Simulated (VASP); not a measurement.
Set up this calculation in VASP 6.6.1, as the native input.

| Item | Value |
| --- | --- |
| Task | single point |
| Functional | r2SCAN0 |
| Potentials or basis | VASP PAW PBE potentials, release 64 (Be) |
| Cutoff | 580 eV |
| k mesh | 8 × 8 × 5 |
| Occupations | fermi-dirac, width 0.025 eV |
| Spin | no spin polarisation |
| Dipole correction | no |
| Grid for exact exchange (PRECFOCK) | Normal |
| Further INCAR settings | ALGO = Normal; EDIFF = 1e-06; NBANDS = 9 |
| Share of exact exchange | 0.25 |

Be:

```
Be
1.0
     2.28530    0.00000    0.00000
    -1.14265    1.97913    0.00000
     0.00000    0.00000    3.58420
Be
2
Cartesian
  1.1427 0.6597 2.6882
  0.0000 1.3194 0.8961
```

These files were run (other wordings do the same):

POSCAR

```
Be
1.0
    2.2853000000      0.0000000000      0.0000000000
   -1.1426500000      1.9791278553      0.0000000000
    0.0000000000      0.0000000000      3.5842000000
Be
2
Direct
    0.6666666667      0.3333333333      0.7500000000
    0.3333333333      0.6666666667      0.2500000000
```

INCAR.step1

```
PREC = Accurate
ENCUT = 580
EDIFF = 1E-5
ISMEAR = -1
SIGMA = 0.025
LREAL = F
LASPH = T
NELM = 120
ALGO = Normal
ISIF = 2
LWAVE = T
NBANDS = 9
GGA = PE
GGA_COMPAT = F
```

INCAR.step2

```
PREC = Accurate
ENCUT = 580
EDIFF = 1E-6
ISMEAR = -1
SIGMA = 0.025
LREAL = F
LASPH = T
NELM = 120
ALGO = Normal
ISIF = 2
LWAVE = F
LCHARG = T
METAGGA = R2SCAN
LHFCALC = T
AEXX = 0.25
LMIXTAU = T
PRECFOCK = Normal
LELF = T
LVHAR = T
NBANDS = 9
ISTART = 1
GGA_COMPAT = F
```

KPOINTS

```
regular mesh
0
Gamma
  8 8 5
```

Potentials or basis: VASP PAW PBE potentials, release 64 (Be).

Command:

```sh
$ cat potpaw_PBE.64/Be/POTCAR > POTCAR
$ cp INCAR.step1 INCAR
$ mpirun -np 1 vasp_std > vasp.out
$ cp INCAR.step2 INCAR
$ mpirun -np 1 vasp_std > vasp.out
```

It gave:

```json
{
 "Pressure": "-3.4 GPa",
 "Band gap on the k mesh": "zero (bands 2 and 3 overlap by 0.38 eV)"
}
```

Caveat: the k points lie up to 0.40 Å⁻¹ apart; the PAW data sets were made with another functional, which shifts forces and pressure a little.

It took 5.1 min on 1 thread of Intel(R) Xeon(R) Platinum 8124M CPU @ 3.00GHz (Skylake/Cascade Lake), on a shared host, peak memory 0.14 GiB.
